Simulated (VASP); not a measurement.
Write the native input for VASP 6.6.1 that does the following.

```
Task                   : single point
Functional             : PBE
Potentials or basis    : VASP PAW PBE potentials, release 64 (Ba_sv, Re)
Cutoff                 : 520 eV
k mesh                 : 8 × 8 × 8
Occupations            : gaussian, width 0.05 eV
Spin                   : no spin polarisation
Dipole correction      : no
Further INCAR settings : ALGO = Normal; EDIFF = 1e-06; NBANDS = 16
```

The structure of BaRe lies in POSCAR:

```
BaRe
1.0
    3.7480024355      0.0000000000      0.0000000000
    0.0000000000      3.7480024355      0.0000000000
    0.0000000000      0.0000000000      3.7480024355
Ba Re
1 1
Direct
    0.0000000000      0.0000000000      0.0000000000
    0.5000000000      0.5000000000      0.5000000000
```

This cell differs from its parent crystal: volume scaled by 1.020.

The input as run:

INCAR

```
SYSTEM = BaRe
ALGO = Normal
EDIFF = 1E-6
ENCUT = 520
GGA = PE
ISIF = 2
ISMEAR = 0
LASPH = .True.
LCHARG = .True.
LELF = .True.
LREAL = .False.
LVHAR = .True.
LWAVE = .False.
NBANDS = 16
NELM = 80
PREC = Accurate
SIGMA = 0.05
```

KPOINTS

```
k-points
0
Gamma
  8 8 8
  0 0 0
```

Potentials or basis: VASP PAW PBE potentials, release 64 (Ba_sv, Re).

Launch:

```sh
$ cat potpaw_PBE.64/Ba_sv/POTCAR potpaw_PBE.64/Re/POTCAR > POTCAR
$ mpirun -np 1 vasp_std > vasp.out
```

It gave:

* Pressure: 0.6 GPa

Run time: 16 s on 1 thread of Intel(R) Xeon(R) Platinum 8488C (Sapphire Rapids) (shared host), peak memory 0.17 GiB.
